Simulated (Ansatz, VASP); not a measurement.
**Two plane-wave programs on TiAl**

```
CELL_PARAMETERS angstrom
2.27096 -1.31114 -1.85423
0.00000 2.62228 -1.85423
2.27096 1.31114 1.85423
ATOMIC_POSITIONS crystal
Al 0.00000 0.00000 0.00000
Ti 0.50000 0.50000 0.50000
```

Alike in both runs: task relaxation of cell and atoms; functional PBEsol; k mesh 12 × 12 × 12; occupations gaussian, width 0.1 eV; no spin polarisation.

|  | VASP | Ansatz |
| --- | --- | --- |
| version | VASP 6.6.1 | Ansatz 0.2.0 |
| potentials or method | VASP PAW PBE potentials, release 64 (Al, Ti_sv), cutoff 600 eV | scalar-relativistic, plane waves, PAW |
| valence electrons in the cell | 15 | 15 |

Ansatz gave:

| Property | Result |
| --- | --- |
| gap on the k mesh at the Fermi level, each at its own relaxed structure (eV) | none |
| relaxed volume (Å³/atom) | 15.72 |
| relaxed cell length with the largest relative difference (Å) | 3.156 |

Estimate VASP's values.

gap on the k mesh at the Fermi level, each at its own relaxed structure (eV): none; relaxed volume (Å³/atom): 15.73; relaxed cell length with the largest relative difference (Å): 3.157.

VASP's potentials were made for PBE, not for PBEsol. A gap of «none» marks a metal or a gap that the smearing closes.
